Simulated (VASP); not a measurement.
Set up this calculation in VASP 6.6.1, as the native input.

```
Task                   : single point
Functional             : LDA
Potentials or basis    : VASP PAW LDA potentials, release 64 (C)
Cutoff                 : 520 eV
k mesh                 : 10 × 7 × 1
Occupations            : fermi-dirac, width 0.02 eV
Spin                   : no spin polarisation
Dipole correction      : yes
Further INCAR settings : ALGO = Normal; EDIFF = 1e-06; NBANDS = 21
```

The structure of C lies in POSCAR:

```
C
1.0
    2.4973051747      0.0000000000      0.0000000000
    0.0000000000      3.5317228474      0.0000000000
    0.0000000000      0.0000000000     18.4973000000
C
6
Direct
    0.7500000000      0.0979665966      0.4395637417
    0.2500000000      0.9020334034      0.4395637417
    0.2500000000      0.6098846866      0.5000000011
    0.7500000000      0.3901153134      0.5000000011
    0.7500000000      0.0979665959      0.5604362572
    0.2500000000      0.9020334041      0.5604362572
```

The input as run:

INCAR

```
SYSTEM = C
PREC     = Accurate       ! precision mode
ENCUT    = 520            ! plane-wave cutoff, eV
EDIFF    = 1E-6           ! SCF threshold, eV
ISMEAR   = -1             ! smearing method
SIGMA    = 0.02           ! smearing width, eV
LREAL    = .FALSE.        ! projectors in reciprocal space
LASPH    = .TRUE.         ! aspherical terms in the spheres
NELM     = 60             ! most SCF steps
ALGO     = Normal         ! electronic algorithm
ISIF     = 2              ! what is computed and relaxed
LWAVE    = .FALSE.        ! write WAVECAR
LCHARG   = .FALSE.        ! write CHGCAR
LDIPOL   = .TRUE.       
IDIPOL   = 3            
DIPOL    = 0.5 0.5 0.500
NBANDS   = 21             ! bands
```

KPOINTS

```
Automatic mesh
0
G
  10 7 1
  0 0 0
```

Potentials or basis: VASP PAW LDA potentials, release 64 (C).

The run is started by

```bash
$ cat potpaw_LDA.64/C/POTCAR > POTCAR
$ mpirun -np 1 vasp_std > vasp.out
```

It gave:

```yaml
Largest_force: 0.058 eV/Å
Band_gap_on_the_k_mesh: zero (band 12 reaches -2.18 eV, above the bottom of band 13 at -2.98 eV)
```

Wall time 2.1 min on 1 thread of Intel(R) Xeon(R) Platinum 8488C (Sapphire Rapids), with other jobs on the host, peak memory 0.23 GiB.
